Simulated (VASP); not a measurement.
# GaAs (F-43m) in VASP: a series of runs

The runs below take GaAs through single point, with PBEsol.

Everything below comes from runs of VASP 6.6.1. Logs are shortened: lines on timing, memory, paths and dates and some standing lists are left out, and cuts for length are marked.

### Step 1. The cell of the first run

The structure is cubic, space group F-43m (No. 216). Conventional cell: a = 5.379 Å, b = 5.379 Å, c = 5.379 Å, α = 90.00°, β = 90.00°, γ = 90.00°. Within 3.1 Å of Ga (site symmetry -43m) lie 4 As at 2.33 Å. Within 3.1 Å of As (site symmetry -43m) lie 4 Ga at 2.33 Å.

### Step 2. Single point, PBEsol

Contents of INCAR:

```
PREC = Accurate
ENCUT = 520
EDIFF = 1E-6
ISMEAR = 0
SIGMA = 0.01
LREAL = False
LASPH = True
NELM = 60
ALGO = Normal
ISIF = 2
LWAVE = False
LCHARG = False
GGA = PS
NBANDS = 16
```

Contents of KPOINTS:

```
Automatic mesh
0
Gamma
  8 8 8
```

Contents of POSCAR:

```
GaAs
1.0
    0.0000000000      2.6893402374      2.6893402374
    2.6893402374      0.0000000000      2.6893402374
    2.6893402374      2.6893402374      0.0000000000
Ga As
1 1
Direct
    0.0000000000      0.0000000000      0.0000000000
    0.7500000000      0.7500000000      0.7500000000
```

Potentials or basis: VASP PAW PBE potentials, release 64 (Ga_d, As).

Launch:

```bash
$ cat potpaw_PBE.64/Ga_d/POTCAR potpaw_PBE.64/As/POTCAR > POTCAR
$ mpirun -np 1 vasp_std > vasp.out
```

OUTCAR:

```text
PREC = Accurate
   ENCUT = 520
   EDIFF = 1E-6
   ISMEAR = 0
   LREAL = False
   LASPH = True
   NELM = 60
   ISIF = 2
   GGA = PS

 ion  position               nearest neighbor table
   1  0.000  0.000  0.000-   2 2.33   2 2.33   2 2.33   2 2.33
   2  0.750  0.750  0.750-   1 2.33   1 2.33   1 2.33   1 2.33

  LATTYP: Found a face centered cubic cell.
 ALAT       =     5.3786804748

  Lattice vectors:

 A1 = (   0.0000000000,   2.6893402374,   2.6893402374)
 A2 = (   2.6893402374,   0.0000000000,   2.6893402374)
 A3 = (   2.6893402374,   2.6893402374,   0.0000000000)

Analysis of symmetry for initial positions (statically):
=====================================================================
 Subroutine PRICEL returns:
 Original cell was already a primitive cell.

 Routine SETGRP: Setting up the symmetry group for a
 face centered cubic supercell.

 Subroutine GETGRP returns: Found 24 space group operations
 (whereof 24 operations were pure point group operations)
 out of a pool of 48 trial point group operations.

The static configuration has the point symmetry T_d .

Analysis of symmetry for dynamics (positions and initial velocities):
=====================================================================
 Subroutine PRICEL returns:
 Original cell was already a primitive cell.

 Routine SETGRP: Setting up the symmetry group for a
 face centered cubic supercell.

 Subroutine GETGRP returns: Found 24 space group operations
 (whereof 24 operations were pure point group operations)
 out of a pool of 48 trial point group operations.

The dynamic configuration has the point symmetry T_d .

 Subroutine INISYM returns: Found 24 space group operations
 (whereof 24 operations are pure point group operations),
 and found     1 'primitive' translations

----------------------------------------------------------------------------------------

                                     Primitive cell

  volume of cell :      38.9016

  direct lattice vectors                    reciprocal lattice vectors
     0.000000000  2.689340237  2.689340237    -0.185919205  0.185919205  0.185919205
     2.689340237  0.000000000  2.689340237     0.185919205 -0.185919205  0.185919205
     2.689340237  2.689340237  0.000000000     0.185919205  0.185919205 -0.185919205

  length of vectors
     3.803301438  3.803301438  3.803301438     0.322021510  0.322021510  0.322021510

  position of ions in fractional coordinates (direct lattice)
     0.000000000  0.000000000  0.000000000
     0.750000000  0.750000000  0.750000000

  ion indices of the primitive-cell ions
   primitive index   ion index
                 1           1
                 2           2

----------------------------------------------------------------------------------------

 KPOINTS: Automatic mesh

Automatic generation of k-mesh.
 Grid dimensions read from file:
 generate k-points for:    8    8    8

 Generating k-lattice:

  Cartesian coordinates                     Fractional coordinates (reciprocal lattice)
    -0.023239901  0.023239901  0.023239901     0.125000000  0.000000000  0.000000000
     0.023239901 -0.023239901  0.023239901     0.000000000  0.125000000  0.000000000
     0.023239901  0.023239901 -0.023239901     0.000000000  0.000000000  0.125000000

  Length of vectors
     0.040252689  0.040252689  0.040252689

  Shift w.r.t. Gamma in fractional coordinates (k-lattice)
     0.000000000  0.000000000  0.000000000

 Subroutine IBZKPT returns following result:
 ===========================================

 Found     29 irreducible k-points:

 Following reciprocal coordinates:
            Coordinates               Weight
  0.000000  0.000000  0.000000      1.000000
  0.125000  0.000000  0.000000      8.000000
  0.250000  0.000000  0.000000      8.000000
  0.375000  0.000000  0.000000      8.000000
  0.500000  0.000000  0.000000      4.000000
  0.125000  0.125000  0.000000      6.000000
[... 16 lines left out ...]
  0.500000  0.250000  0.125000     48.000000
 -0.375000  0.250000  0.125000     24.000000
 [... further k-points ...]
   k-points           NKPTS =     29   k-points in BZ     NKDIM =     29   number of bands    NBANDS=     16
   number of dos      NEDOS =    301   number of ions     NIONS =      2
   total plane-waves  NPLWV =  21952
   dimension x,y,z NGX =    28 NGY =   28 NGZ =   28
   dimension x,y,z NGXF=    56 NGYF=   56 NGZF=   56
   ions per type =               1   1
   NGX,Y,Z   is equivalent  to a cutoff of  12.24, 12.24, 12.24 a.u.
   NGXF,Y,Z  is equivalent  to a cutoff of  24.48, 24.48, 24.48 a.u.
 SYSTEM =  unknown system
   PREC   = accura    normal or accurate (medium, high low for compatibility)
   ISTART =      0    job   : 0-new  1-cont  2-samecut
   ICHARG =      2    charge: 1-file 2-atom 10-const
   ISPIN  =      1    spin polarized calculation?
   LNONCOLLINEAR =      F non collinear calculations
   LSORBIT =      F    spin-orbit coupling
   LASPH  =      T    aspherical Exc in radial PAW
   ENCUT  =  520.0 eV  38.22 Ry    6.18 a.u.   7.07  7.07  7.07*2*pi/ulx,y,z
   NELM   =     60;   NELMIN=  2; NELMDL= -5     # of ELM steps
   EDIFF  = 0.1E-05   stopping-criterion for ELM
   LREAL  =      F    real-space projection
   EDIFFG = 0.1E-04   stopping-criterion for IOM
   NSW    =      0    number of steps for IOM
   IBRION =     -1    ionic relax: 0-MD 1-quasi-New 2-CG
   NFREE  =      0    steps in history (QN), initial steepest desc. (CG)
   ISIF   =      2    stress and relaxation
   ISYM   =      2    0-nonsym 1-usesym 2-fastsym
   POTIM  = 0.5000    time-step for ionic-motion
   TEBEG  =    0.0;   TEEND  =   0.0 temperature during run
   PSTRESS=    0.0 pullay stress
   NELECT =      18.0000    total number of electrons
   NUPDOWN=      -1.0000    fix difference up-down
   EMIN   =  10.00;   EMAX   =-10.00  energy-range for DOS
   EFERMI =   0.00;   METHOD = LEGACY
   ISMEAR =     0;   SIGMA  =   0.01  broadening in eV -4-tet -1-fermi 0-gaus
   EFERMI_NEDOS =   21; number of points for ismear=-14 and -15
   IALGO  =     38    algorithm
   IMIX   =      4    mixing-type and parameters
     AMIX     =   0.40;   BMIX     =  1.00
     AMIX_MAG =   1.60;   BMIX_MAG =  1.00
  volume/ion in A,a.u.               =      19.45       131.26
  Fermi-wavevector in a.u.,A,eV,Ry     =   1.266222  2.392813 21.814474  1.603319
  Thomas-Fermi vector in A             =   2.399434
   LORBIT       =      0    0 simple, 1 ext, 2 COOP (PROOUT), +10 PAW based schemes
   GGA     = PS    functional components
   LHFCALC =     F    Hartree Fock is set to
   AEXX    =    0.0000 exact exchange contribution
   IVDW    =     0    specifies the selected vdW correction
   LEPSILON=     F    determine dielectric tensor
   LRPA    =     F    only Hartree local field effects (RPA)
 non-spin polarized calculation
 Gauss-broadening in eV      SIGMA  =   0.01
  energy-cutoff  :      520.00
  volume of cell :       38.90
 maximum number of plane-waves:      1067
   NGX = 15   NGY = 15   NGZ = 15

 number of electron      17.9999993 magnetization

 Free energy of the ion-electron system (eV)
  ---------------------------------------------------
  ext. energy  EPLUGINS =         0.00000000
  ---------------------------------------------------
  free energy    TOTEN  =        -8.81866565 eV

  energy without entropy =       -8.81866565  energy(sigma->0) =       -8.81866565

 E-fermi :   5.3991     XC(G=0): -10.4588

 val. band max:        5.3348089447   @ k =   0.0000   0.0000   0.0000
 cond. band min:       6.3586663178   @ k =   0.5000   0.5000   0.0000
 fundamental gap:      1.0238573731
 Fermi energy:         5.3991101032

 k-point     1 :       0.0000    0.0000    0.0000
  band No.  band energies     occupation
      1      -9.8002      2.00000
      2      -9.8002      2.00000
      3      -9.8002      2.00000
      4      -9.6752      2.00000
      5      -9.6752      2.00000
      6      -8.6116      2.00000
[... 8 lines left out ...]
     15      15.8221      0.00000
     16      15.8221      0.00000

 k-point     2 :       0.1250    0.0000    0.0000
  band No.  band energies     occupation
      1      -9.8318      2.00000
      2      -9.7943      2.00000
      3      -9.7943      2.00000
      4      -9.6756      2.00000
      5      -9.6756      2.00000
      6      -8.3783      2.00000
[... 8 lines left out ...]
     15      14.7552      0.00000
     16      14.7552      0.00000

 k-point     3 :       0.2500    0.0000    0.0000
  band No.  band energies     occupation
      1      -9.8894      2.00000
      2      -9.7817      2.00000
      3      -9.7817      2.00000
      4      -9.6750      2.00000
      5      -9.6750      2.00000
      6      -7.7374      2.00000
[... 8 lines left out ...]
     15      14.5149      0.00000
     16      14.5149      0.00000

 k-point     4 :       0.3750    0.0000    0.0000
  band No.  band energies     occupation
      1      -9.9336      2.00000
      2      -9.7719      2.00000
      3      -9.7719      2.00000
      4      -9.6714      2.00000
      5      -9.6714      2.00000
      6      -6.8557      2.00000
[... 8 lines left out ...]
     15      15.9283      0.00000
     16      15.9283      0.00000
[... 324 lines left out ...]
 k-point    22 :       0.3750    0.2500    0.1250
  band No.  band energies     occupation
      1      -9.9225      2.00000
      2      -9.7666      2.00000
      3      -9.7621      2.00000
      4      -9.6907      2.00000
      5      -9.6672      2.00000
      6      -7.2051      2.00000
[... 8 lines left out ...]
     15      16.8487      0.00000
     16      17.5457      0.00000

 k-point    23 :       0.5000    0.2500    0.1250
  band No.  band energies     occupation
      1      -9.9477      2.00000
      2      -9.7610      2.00000
      3      -9.7512      2.00000
      4      -9.6883      2.00000
      5      -9.6679      2.00000
      6      -6.3808      2.00000
[... 8 lines left out ...]
     15      16.8068      0.00000
     16      18.2133      0.00000

 k-point    24 :      -0.3750    0.2500    0.1250
  band No.  band energies     occupation
      1      -9.9570      2.00000
      2      -9.7600      2.00000
      3      -9.7473      2.00000
      4      -9.6838      2.00000
      5      -9.6701      2.00000
      6      -5.8811      2.00000
[... 8 lines left out ...]
     15      17.2986      0.00000
     16      18.3102      0.00000

 [... further k-points ...]
[... 5 lines left out ...]
  --------------------------------------------------------------------------------------
  -------------------------------------------------------------------------------------
  Total        3.7161001      3.7161001      3.7161001      0.0000000      0.0000000      0.0000000
  in kB      153.0490877    153.0490877    153.0490877      0.0000000      0.0000000      0.0000000
  external PRESSURE =     153.0490877 kB  Pullay stress =       0.0000000 kB

 VOLUME and BASIS-vectors are now :
 -----------------------------------------------------------------------------
  energy-cutoff  :      520.00
  volume of cell :       38.90
      direct lattice vectors                 reciprocal lattice vectors
     0.000000000  2.689340237  2.689340237    -0.185919205  0.185919205  0.185919205
     2.689340237  0.000000000  2.689340237     0.185919205 -0.185919205  0.185919205
     2.689340237  2.689340237  0.000000000     0.185919205  0.185919205 -0.185919205

 POSITION                                       TOTAL-FORCE (eV/Angst)
 -----------------------------------------------------------------------------------
      0.00000      0.00000      0.00000        -0.000000     -0.000000      0.000000
      4.03401      4.03401      4.03401         0.000000      0.000000     -0.000000
 -----------------------------------------------------------------------------------
    total drift:                               -0.000000     -0.000000     -0.000001

  FREE ENERGIE OF THE ION-ELECTRON SYSTEM (eV)
  ---------------------------------------------------
  free  energy   TOTEN  =        -8.8186656467 eV

  energy  without entropy=       -8.8186656467  energy(sigma->0) =       -8.81866565
```

It took 9 s on 1 thread of AMD EPYC 9R45 (Zen 5), shared host; peak memory 0.13 GiB.

What came out:

```yaml
Free_energy: -8.8187 eV
Pressure: 15.3 GPa
Band_gap_on_the_k_mesh: 1.02 eV, indirect (least direct gap 1.63 eV)
```

Levels at points of the mesh, in eV from the valence-band top:
```csv
k point,band 7,band 8,band 9,band 10,band 11,band 12
"(0.00, 0.00, 0.00)",0.00,0.00,0.00,1.63,3.70,3.70
"(0.50, 0.00, 0.00)",-7.61,-1.40,-1.40,1.37,4.59,4.59
"(0.50, 0.50, 0.00)",-7.63,-3.28,-3.28,1.02,1.43,11.36
```

Caveat: the PAW data sets were made with another functional, which shifts forces and pressure a little. A k mesh can miss the band edges.

[end of part 1 of 3]
